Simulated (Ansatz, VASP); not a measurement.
# Si in VASP and in Ansatz

Contents of INCAR:

```
SYSTEM = Si
PREC = Accurate ; ENCUT = 520
EDIFF = 1E-6 ; ISMEAR = 0
SIGMA = 0.03 ; LREAL = .False.
LASPH = .True. ; NELM = 60
ALGO = Normal ; ISIF = 2
LWAVE = .False. ; LCHARG = .False.
NBANDS = 16
```

Contents of KPOINTS:

```
regular mesh
0
Gamma
  12 12 6
  0 0 0
```

File POSCAR:

```
Si
1.0
    4.0952913888      0.0000000000      0.0000000000
   -2.0476456944      3.5466263786      0.0000000000
    0.0000000000      0.0000000000      5.4192990949
Si
4
Direct
    0.3333333333      0.6666666667      0.0439541821
    0.6666666667      0.3333333333      0.5439541821
    0.3333333333      0.6666666667      0.4560458179
    0.6666666667      0.3333333333      0.9560458179
```

Input for Ansatz:

```yaml
crystal:
  lattice:
    - [4.0952913888, 0.0, 0.0]
    - [-2.0476456944, 3.5466263786, 0.0]
    - [0.0, 0.0, 5.4192990949]
  atoms:
    - { symbol: Si, position: [0.3333333333, 0.6666666667, 0.0439541821] }
    - { symbol: Si, position: [0.6666666667, 0.3333333333, 0.5439541821] }
    - { symbol: Si, position: [0.3333333333, 0.6666666667, 0.4560458179] }
    - { symbol: Si, position: [0.6666666667, 0.3333333333, 0.9560458179] }
basis:
  ecutwfc: 420
kpoints:
  mp_grid: { grid: [12, 12, 6] }
hamiltonian:
  xc: lda
  pseudopotentials: { kind: paw, azcp: { folder: soft_1 } }
scf:
  occupations: { method: gaussian, width: 0.03 }
output:
  forces: true
  stress: true
  eigenvalues: true
```

Alike in both runs: task single point; functional LDA; k mesh 12 × 12 × 6; occupations gaussian, width 0.03 eV; no spin polarisation.

```csv
,VASP,Ansatz
version,VASP 6.6.1,Ansatz 0.2.0
potentials or method,"VASP PAW LDA potentials, release 64 (Si), cutoff 520 eV","scalar-relativistic, plane waves, PAW"
valence electrons in the cell,16,16
```

Ansatz gave:

| Quantity | Value |
| --- | --- |
| gap on the k mesh at the Fermi level (eV) | none |
| pressure (GPa) | 0.8 |
| traceless stress, the component that is largest in VASP (GPa) | 21.66 |
| rms of the force components (eV/Å) | 0.345 |

What did VASP give for the same quantities?

gap on the k mesh at the Fermi level (eV): none; pressure (GPa): 0.9; traceless stress, the component that is largest in VASP (GPa): 21.72; rms of the force components (eV/Å): 0.350.

Ansatz warns that its potentials were made for another functional, while VASP's fit it. LDA's correlation is that of Perdew and Zunger in VASP and of Perdew and Wang (1992) in Ansatz. Atom by atom the forces differ by 0.005 eV/Å (rms over components). A gap of «none» marks a metal or a gap that the smearing closes.
